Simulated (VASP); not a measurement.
# ZnCd2SeS2 (P1) in VASP: settings compared

The runs below take ZnCd2SeS2 through single point, with PBEsol+D4, PBEsol, PBE.

Everything below comes from runs of VASP 6.6.1. Logs are shortened: lines on timing, memory, paths and dates and some standing lists are left out, and cuts for length are marked.

### 1 The cell of the first run

The typed cell holds 6 atoms: a = 4.119 Å, b = 4.119 Å, c = 9.895 Å, α = 90.00°, β = 90.00°, γ = 120.00°.

### 2 Single point, PBEsol+D4

The input, INCAR:

```
SYSTEM = ZnCd2SeS2
PREC     = Accurate       ! precision mode
ENCUT    = 520            ! plane-wave cutoff, eV
EDIFF    = 1E-7           ! SCF threshold, eV
ISMEAR   = -1             ! smearing method
SIGMA    = 0.05           ! smearing width, eV
LREAL    = .False.        ! projectors in reciprocal space
LASPH    = .True.         ! aspherical terms in the spheres
NELM     = 100            ! most SCF steps
ALGO     = Normal         ! electronic algorithm
ISIF     = 2              ! what is computed and relaxed
LWAVE    = .False.        ! write WAVECAR
LCHARG   = .False.        ! write CHGCAR
GGA      = PS             ! functional
IVDW     = 13             ! dispersion correction
NBANDS   = 36             ! bands
```

The input, KPOINTS:

```
Automatic mesh
0
Gamma
  1 1 1
  0.5 0.5 0.5
```

The input, POSCAR:

```
ZnCd2SeS2
1.0
    2.9122460000     -2.9122460000      0.0000000000
    0.0000000000      2.9122460000     -2.9122460000
    5.7130060000      5.7130060000      5.7130060000
Cd S Zn Se
2 2 1 1
Direct
    0.0041990000      0.0186810000      0.9983580000
    0.3247760000      0.6516400000      0.3412930000
    0.0035410000      0.0007140000      0.2555780000
    0.3520800000      0.6739050000      0.5955170000
    0.6652560000      0.3269720000      0.6741360000
    0.6758460000      0.3505100000      0.9154380000
```

Potentials or basis: VASP PAW PBE potentials, release 64 (Cd, S, Zn, Se).

Command:

```
$ cat potpaw_PBE.64/Cd/POTCAR potpaw_PBE.64/S/POTCAR potpaw_PBE.64/Zn/POTCAR potpaw_PBE.64/Se/POTCAR > POTCAR
$ mpirun -np 1 vasp_std > vasp.out
```

OUTCAR:

```text
SYSTEM = ZnCd2SeS2
   PREC = Accurate
   ENCUT = 520
   EDIFF = 1E-7
   ISMEAR = -1
   LREAL = .False.
   LASPH = .True.
   NELM = 100
   ISIF = 2
   GGA = PS
   IVDW = 13

 ion  position               nearest neighbor table
   1  0.004  0.019  0.998-   6 2.49   6 2.52   6 2.53   3 2.55
   2  0.325  0.652  0.341-   3 2.47   4 2.52   3 2.54   3 2.57
   3  0.004  0.001  0.256-   2 2.47   2 2.54   1 2.55   2 2.57
   4  0.352  0.674  0.596-   5 2.46   5 2.48   2 2.52   5 2.57
   5  0.665  0.327  0.674-   6 2.39   4 2.46   4 2.48   4 2.57
   6  0.676  0.351  0.915-   5 2.39   1 2.49   1 2.52   1 2.53

  LATTYP: Found a hexagonal cell.
 ALAT       =     4.1185377902
 C/A-ratio  =     2.4026043125

  Lattice vectors:

 A1 = (   2.9122460000,  -2.9122460000,   0.0000000000)
 A2 = (   0.0000000000,   2.9122460000,  -2.9122460000)
 A3 = (   5.7130060000,   5.7130060000,   5.7130060000)

Analysis of symmetry for initial positions (statically):
=====================================================================
 Subroutine PRICEL returns:
 Original cell was already a primitive cell.

 Routine SETGRP: Setting up the symmetry group for a
 hexagonal supercell.

 Subroutine GETGRP returns: Found  1 space group operations
 (whereof  1 operations were pure point group operations)
 out of a pool of 24 trial point group operations.

The static configuration has the point symmetry C_1 .

Analysis of symmetry for dynamics (positions and initial velocities):
=====================================================================
 Subroutine PRICEL returns:
 Original cell was already a primitive cell.

 Routine SETGRP: Setting up the symmetry group for a
 hexagonal supercell.

 Subroutine GETGRP returns: Found  1 space group operations
 (whereof  1 operations were pure point group operations)
 out of a pool of 24 trial point group operations.

The dynamic configuration has the point symmetry C_1 .

 Subroutine INISYM returns: Found  1 space group operations
 (whereof  1 operations are pure point group operations),
 and found     1 'primitive' translations

----------------------------------------------------------------------------------------

                                     Primitive cell

  volume of cell :     145.3590

  direct lattice vectors                    reciprocal lattice vectors
     2.912246000 -2.912246000  0.000000000     0.228918390 -0.114459195 -0.114459195
     0.000000000  2.912246000 -2.912246000     0.114459195  0.114459195 -0.228918390
     5.713006000  5.713006000  5.713006000     0.058346400  0.058346400  0.058346400

  length of vectors
     4.118537790  4.118537790  9.895216656     0.280366625  0.280366625  0.101058929

  position of ions in fractional coordinates (direct lattice)
     0.004199000  0.018681000  0.998358000
     0.324776000  0.651640000  0.341293000
     0.003541000  0.000714000  0.255578000
     0.352080000  0.673905000  0.595517000
     0.665256000  0.326972000  0.674136000
     0.675846000  0.350510000  0.915438000

  ion indices of the primitive-cell ions
   primitive index   ion index
                 1           1
                 2           2
                 3           3
                 4           4
                 5           5
                 6           6

----------------------------------------------------------------------------------------

 KPOINTS: Automatic mesh

Automatic generation of k-mesh.
 Grid dimensions read from file:
 generate k-points for:    1    1    1

 Generating k-lattice:

  Cartesian coordinates                     Fractional coordinates (reciprocal lattice)
     0.228918390 -0.114459195 -0.114459195     1.000000000  0.000000000  0.000000000
     0.114459195  0.114459195 -0.228918390     0.000000000  1.000000000  0.000000000
     0.058346400  0.058346400  0.058346400     0.000000000  0.000000000  1.000000000

  Length of vectors
     0.280366625  0.280366625  0.101058929

  Shift w.r.t. Gamma in fractional coordinates (k-lattice)
     0.500000000  0.500000000  0.500000000

 Subroutine IBZKPT returns following result:
 ===========================================

 Found      3 irreducible k-points:

 Following reciprocal coordinates:
            Coordinates               Weight
  0.500000  0.500000  0.500000      1.000000
  0.500000  0.000000  0.500000      1.000000
  0.000000  0.500000  0.500000      1.000000
   k-points           NKPTS =      3   k-points in BZ     NKDIM =      3   number of bands    NBANDS=     36
   number of dos      NEDOS =    301   number of ions     NIONS =      6
   total plane-waves  NPLWV =  81920
   dimension x,y,z NGX =    32 NGY =   32 NGZ =   80
   dimension x,y,z NGXF=    64 NGYF=   64 NGZF=  160
   ions per type =               2   2   1   1
   NGX,Y,Z   is equivalent  to a cutoff of  12.92, 12.92, 13.44 a.u.
   NGXF,Y,Z  is equivalent  to a cutoff of  25.83, 25.83, 26.88 a.u.
 SYSTEM =  ZnCd2SeS2
   PREC   = accura    normal or accurate (medium, high low for compatibility)
   ISTART =      0    job   : 0-new  1-cont  2-samecut
   ICHARG =      2    charge: 1-file 2-atom 10-const
   ISPIN  =      1    spin polarized calculation?
   LNONCOLLINEAR =      F non collinear calculations
   LSORBIT =      F    spin-orbit coupling
   LASPH  =      T    aspherical Exc in radial PAW
   ENCUT  =  520.0 eV  38.22 Ry    6.18 a.u.   7.66  7.66 18.40*2*pi/ulx,y,z
   NELM   =    100;   NELMIN=  2; NELMDL= -5     # of ELM steps
   EDIFF  = 0.1E-06   stopping-criterion for ELM
   LREAL  =      F    real-space projection
   EDIFFG = 0.1E-05   stopping-criterion for IOM
   NSW    =      0    number of steps for IOM
   IBRION =     -1    ionic relax: 0-MD 1-quasi-New 2-CG
   NFREE  =      0    steps in history (QN), initial steepest desc. (CG)
   ISIF   =      2    stress and relaxation
   ISYM   =      2    0-nonsym 1-usesym 2-fastsym
   POTIM  = 0.5000    time-step for ionic-motion
   TEBEG  =    0.0;   TEEND  =   0.0 temperature during run
   PSTRESS=    0.0 pullay stress
   NELECT =      54.0000    total number of electrons
   NUPDOWN=      -1.0000    fix difference up-down
   EMIN   =  10.00;   EMAX   =-10.00  energy-range for DOS
   EFERMI =   0.00;   METHOD = LEGACY
   ISMEAR =    -1;   SIGMA  =   0.05  broadening in eV -4-tet -1-fermi 0-gaus
   EFERMI_NEDOS =   21; number of points for ismear=-14 and -15
   IALGO  =     38    algorithm
   IMIX   =      4    mixing-type and parameters
     AMIX     =   0.40;   BMIX     =  1.00
     AMIX_MAG =   1.60;   BMIX_MAG =  1.00
  volume/ion in A,a.u.               =      24.23       163.49
  Fermi-wavevector in a.u.,A,eV,Ry     =   1.176862  2.223946 18.844114  1.385003
  Thomas-Fermi vector in A             =   2.313218
   LORBIT       =      0    0 simple, 1 ext, 2 COOP (PROOUT), +10 PAW based schemes
   GGA     = PS    functional components
   LHFCALC =     F    Hartree Fock is set to
   AEXX    =    0.0000 exact exchange contribution
   IVDW    =    13    specifies the selected vdW correction
   LEPSILON=     F    determine dielectric tensor
   LRPA    =     F    only Hartree local field effects (RPA)
 non-spin polarized calculation
  energy-cutoff  :      520.00
  volume of cell :      145.36
 maximum number of plane-waves:      3916
 NGX is ok and might be reduce to    32
   NGX = 15   NGY = 15   NGZ = 37

 number of electron      54.0000004 magnetization

 Free energy of the ion-electron system (eV)
  ---------------------------------------------------
  ext. energy  EPLUGINS =         0.00000000
  ---------------------------------------------------
  free energy    TOTEN  =       -22.92360657 eV

  energy without entropy =      -22.92360657  energy(sigma->0) =      -22.92360657

 E-fermi :   1.7676     XC(G=0):  -9.3824

 val. band max:        0.5461245653   @ k =   0.5000   0.0000   0.5000
 cond. band min:       3.9474040510   @ k =   0.5000   0.0000   0.5000
 fundamental gap:      3.4012794857
 Fermi energy:         1.7676142682

 k-point     1 :       0.5000    0.5000    0.5000
  band No.  band energies     occupation
      1     -11.3563      2.00000
      2     -10.6464      2.00000
      3     -10.3992      2.00000
      4      -6.6176      2.00000
      5      -6.5905      2.00000
      6      -6.4651      2.00000
      7      -6.3282      2.00000
      8      -6.2151      2.00000
      9      -6.1829      2.00000
     10      -6.1091      2.00000
     11      -6.0126      2.00000
     12      -5.9372      2.00000
     13      -5.6524      2.00000
     14      -4.7980      2.00000
     15      -4.7724      2.00000
     16      -4.7095      2.00000
     17      -4.6123      2.00000
     18      -4.5543      2.00000
     19      -3.5092      2.00000
     20      -2.9386      2.00000
     21      -2.6424      2.00000
     22      -1.0499      2.00000
     23      -0.9464      2.00000
     24      -0.5693      2.00000
     25      -0.4356      2.00000
     26       0.4129      2.00000
     27       0.5388      2.00000
     28       4.0298      0.00000
     29       4.8812      0.00000
     30       5.1371      0.00000
     31       6.0445      0.00000
     32       6.1447      0.00000
     33       7.8753      0.00000
     34       8.1754      0.00000
     35       8.9313      0.00000
     36       9.4139      0.00000

 k-point     2 :       0.5000    0.0000    0.5000
  band No.  band energies     occupation
      1     -11.3641      2.00000
      2     -10.6495      2.00000
      3     -10.4103      2.00000
      4      -6.6538      2.00000
      5      -6.6036      2.00000
      6      -6.4614      2.00000
      7      -6.3321      2.00000
      8      -6.2295      2.00000
      9      -6.1698      2.00000
     10      -6.1126      2.00000
     11      -6.0069      2.00000
     12      -5.9373      2.00000
     13      -5.6462      2.00000
     14      -4.8061      2.00000
     15      -4.7987      2.00000
     16      -4.7043      2.00000
     17      -4.6106      2.00000
     18      -4.5499      2.00000
     19      -3.4170      2.00000
     20      -2.8209      2.00000
     21      -2.6433      2.00000
     22      -1.0402      2.00000
     23      -0.9307      2.00000
     24      -0.6112      2.00000
     25      -0.4451      2.00000
     26       0.4533      2.00000
     27       0.5461      2.00000
     28       3.9474      0.00000
     29       4.7958      0.00000
     30       5.0710      0.00000
     31       5.9923      0.00000
     32       6.2835      0.00000
     33       7.9206      0.00000
     34       8.0177      0.00000
     35       8.8894      0.00000
     36       9.3099      0.00000

 k-point     3 :       0.0000    0.5000    0.5000
  band No.  band energies     occupation
      1     -11.3607      2.00000
      2     -10.6387      2.00000
      3     -10.3965      2.00000
      4      -6.6403      2.00000
      5      -6.6016      2.00000
      6      -6.4436      2.00000
      7      -6.3133      2.00000
      8      -6.1765      2.00000
      9      -6.1738      2.00000
     10      -6.1178      2.00000
     11      -6.0137      2.00000
     12      -5.9425      2.00000
     13      -5.6663      2.00000
     14      -4.7976      2.00000
     15      -4.7623      2.00000
     16      -4.7031      2.00000
     17      -4.6125      2.00000
     18      -4.5592      2.00000
     19      -3.5501      2.00000
     20      -2.8947      2.00000
     21      -2.7221      2.00000
     22      -1.0578      2.00000
     23      -0.9478      2.00000
     24      -0.5562      2.00000
     25      -0.4424      2.00000
     26       0.4257      2.00000
     27       0.5067      2.00000
     28       4.0732      0.00000
     29       4.9158      0.00000
     30       5.1787      0.00000
     31       5.9013      0.00000
     32       6.2314      0.00000
     33       7.8999      0.00000
     34       8.1492      0.00000
     35       8.9724      0.00000
     36       9.3989      0.00000

------------------------ aborting loop because EDIFF is reached ----------------------------------------

  DFT-D4 for vdW energy calculation

  Edisp (eV):   -1.10237

  FORCE on cell =-STRESS in cart. coord.  units (eV):
  Direction    XX          YY          ZZ          XY          YZ          ZX
  --------------------------------------------------------------------------------------
  -------------------------------------------------------------------------------------
  Total      -4.23380    -4.41248    -4.49799     0.50551    -0.09647     0.41265
  in kB     -46.66587   -48.63528   -49.57778     5.57185    -1.06330     4.54827
  external pressure =      -48.29 kB  Pullay stress =        0.00 kB

 VOLUME and BASIS-vectors are now :
 -----------------------------------------------------------------------------
  energy-cutoff  :      520.00
  volume of cell :      145.36
      direct lattice vectors                 reciprocal lattice vectors
     2.912246000 -2.912246000  0.000000000     0.228918390 -0.114459195 -0.114459195
     0.000000000  2.912246000 -2.912246000     0.114459195  0.114459195 -0.228918390
     5.713006000  5.713006000  5.713006000     0.058346400  0.058346400  0.058346400

 POSITION                                       TOTAL-FORCE (eV/Angst)
 -----------------------------------------------------------------------------------
      5.71585      5.74580      5.64922         0.320413     -0.001161      0.228577
      2.89564      2.90172      0.05207        -0.061193     -0.198378     -0.571177
      1.47043      1.45189      1.45804         0.016089      0.134965      0.469798
      4.42754      4.33943      1.43962         0.321360      0.557315      0.597285
      5.78873      2.86618      2.89912        -0.403282     -0.585573     -0.664154
      7.19813      4.28244      4.20913        -0.193387      0.092832     -0.060329
 -----------------------------------------------------------------------------------
    total drift:                                0.000765      0.000645      0.000321

  FREE ENERGIE OF THE ION-ELECTRON SYSTEM (eV)
  ---------------------------------------------------
  free  energy   TOTEN  =       -24.0259763204 eV

  energy  without entropy=      -24.0259763203  energy(sigma->0) =      -24.02597632
```

Wall time 21 s (1 thread of Intel Xeon Platinum 8375C at 2.90GHz (Ice Lake), shared host); peak memory 0.27 GiB.

What came out:

| Item | Value |
| --- | --- |
| Free energy | -24.0260 eV |
| Pressure | -4.8 GPa |
| Largest force | 0.973 eV/Å |
| Band gap on the k mesh | 3.40 eV |
| Dispersion energy per atom | -0.184 eV |

Forces in eV/Å, atoms in the order of the input:
```
Cd   0.320 -0.001  0.229
Cd  -0.061 -0.198 -0.571
S    0.016  0.135  0.470
S    0.321  0.557  0.597
Zn  -0.403 -0.586 -0.664
Se  -0.193  0.093 -0.060
```

Stress tensor (GPa, compression positive):
```
-4.67  0.56  0.45
 0.56 -4.86 -0.11
 0.45 -0.11 -4.96
```

Caveat: the k points lie up to 1.76 Å⁻¹ apart, too coarse for converged energies, forces and pressures; the PAW data sets were made with another functional, which shifts forces and pressure a little; a shifted mesh leaves out Γ, where band edges can lie.

### 3 Single point, PBEsol

The input, INCAR:

```
ALGO     = Normal         # electronic algorithm
EDIFF    = 1E-7           # SCF threshold, eV
ENCUT    = 520            # plane-wave cutoff, eV
GGA      = PS             # functional
ISIF     = 2              # what is computed and relaxed
ISMEAR   = -1             # smearing method
LASPH    = T              # aspherical terms in the spheres
LCHARG   = T              # write CHGCAR
LELF     = T              # ELF
LREAL    = F              # projectors in reciprocal space
LVHAR    = T            
LWAVE    = F              # write WAVECAR
NBANDS   = 36             # bands
NELM     = 60             # most SCF steps
PREC     = Accurate       # precision mode
SIGMA    = 0.05           # smearing width, eV
```

The input, KPOINTS:

```
Automatic mesh
0
Gamma
  2 2 2
  0.5 0.5 0.5
```

POSCAR is that of step 2.

Potentials or basis: VASP PAW PBE potentials, release 64 (Cd, S, Zn, Se).

Command:

```
$ cat potpaw_PBE.64/Cd/POTCAR potpaw_PBE.64/S/POTCAR potpaw_PBE.64/Zn/POTCAR potpaw_PBE.64/Se/POTCAR > POTCAR
$ mpirun -np 1 vasp_std > vasp.out
```

It took 56 s on 1 thread of Intel Xeon Platinum 8375C at 2.90GHz (Ice Lake), shared host; peak memory 0.3 GiB.

It converged, with:

* Free energy: -20.4875 eV
* Pressure: -0.2 GPa
* Largest force: 0.825 eV/Å
* Band gap on the k mesh: 2.97 eV

Forces on the atoms (eV/Å):
```
Cd   0.541  0.268  0.462
Cd   0.142  0.039 -0.280
S   -0.176 -0.091  0.208
S    0.233  0.410  0.430
Zn  -0.368 -0.496 -0.548
Se  -0.371 -0.130 -0.272
```

Stress tensor (GPa, compression positive):
```
-0.07  0.95  0.82
 0.95 -0.15  0.22
 0.82  0.22 -0.22
```

Levels at points of the mesh, in eV from the valence-band top:
| k point | band 25 | band 26 | band 27 | band 28 | band 29 | band 30 |
| --- | --- | --- | --- | --- | --- | --- |
| (0.25, 0.25, 0.25) | -1.55 | -1.02 | -0.60 | 4.33 | 4.59 | 5.32 |

Caveat: the k points lie up to 0.88 Å⁻¹ apart, too coarse for converged energies, forces and pressures; the PAW data sets were made with another functional, which shifts forces and pressure a little; a shifted mesh leaves out Γ, where band edges can lie. A k mesh can miss the band edges.

### 4 Single point, PBEsol

The input, INCAR:

```
SYSTEM = ZnCd2SeS2
PREC     = Accurate       ! precision mode
ENCUT    = 520            ! plane-wave cutoff, eV
EDIFF    = 1E-6           ! SCF threshold, eV
ISMEAR   = -1             ! smearing method
SIGMA    = 0.05           ! smearing width, eV
LREAL    = .FALSE.        ! projectors in reciprocal space
LASPH    = .TRUE.         ! aspherical terms in the spheres
NELM     = 100            ! most SCF steps
ALGO     = Normal         ! electronic algorithm
ISIF     = 2              ! what is computed and relaxed
LWAVE    = .FALSE.        ! write WAVECAR
LCHARG   = .FALSE.        ! write CHGCAR
GGA      = PS             ! functional
NBANDS   = 36             ! bands
```

The input, KPOINTS:

```
Automatic mesh
0
G
  4 4 2
  0 0 0
```

POSCAR is that of step 3.

Command:

```
$ cat potpaw_PBE.64/Cd/POTCAR potpaw_PBE.64/S/POTCAR potpaw_PBE.64/Zn/POTCAR potpaw_PBE.64/Se/POTCAR > POTCAR
$ mpirun -np 1 vasp_std > vasp.out
```

It took 82 s on 1 thread of Intel Xeon Platinum 8375C at 2.90GHz (Ice Lake), shared host; peak memory 0.33 GiB.

It converged, with:

* Free energy: -19.9964 eV
* Pressure: 0.5 GPa
* Largest force: 0.855 eV/Å
* Band gap on the k mesh: 0.95 eV

Forces on the atoms (eV/Å):
```
Cd   0.597  0.325  0.519
Cd   0.192  0.089 -0.231
S   -0.229 -0.144  0.155
S    0.212  0.386  0.405
Zn  -0.327 -0.451 -0.503
Se  -0.445 -0.205 -0.346
```

Stress tensor (GPa, compression positive):
```
 0.58  0.41  0.28
 0.41  0.50 -0.30
 0.28 -0.30  0.43
```

Levels at points of the mesh, in eV from the valence-band top:
| k point | band 24 | band 25 | band 26 | band 27 | band 28 | band 29 | band 30 | band 31 |
| --- | --- | --- | --- | --- | --- | --- | --- | --- |
| (0.00, 0.00, 0.00) | -0.56 | -0.04 | -0.02 | 0.00 | 0.95 | 2.49 | 2.78 | 5.93 |
| (0.50, 0.00, 0.00) | -1.72 | -1.61 | -1.23 | -1.15 | 3.05 | 3.48 | 3.77 | 3.97 |
| (0.00, 0.50, 0.00) | -1.71 | -1.68 | -1.21 | -1.15 | 3.15 | 3.52 | 3.84 | 3.96 |
| (0.50, 0.50, 0.00) | -1.74 | -1.65 | -1.20 | -1.15 | 3.10 | 3.54 | 3.82 | 3.95 |
| (0.00, 0.00, 0.50) | -0.43 | -0.36 | -0.15 | -0.13 | 2.04 | 2.29 | 2.59 | 5.72 |
| (0.50, 0.00, 0.50) | -1.92 | -1.75 | -0.84 | -0.77 | 2.61 | 3.44 | 3.72 | 4.65 |
| (0.00, 0.50, 0.50) | -1.86 | -1.74 | -0.88 | -0.80 | 2.74 | 3.55 | 3.83 | 4.56 |
| (0.50, 0.50, 0.50) | -1.87 | -1.73 | -0.89 | -0.77 | 2.69 | 3.52 | 3.78 | 4.71 |

Caveat: the k points lie up to 0.44 Å⁻¹ apart; the PAW data sets were made with another functional, which shifts forces and pressure a little.

(Part 1 of 2 ends here.)
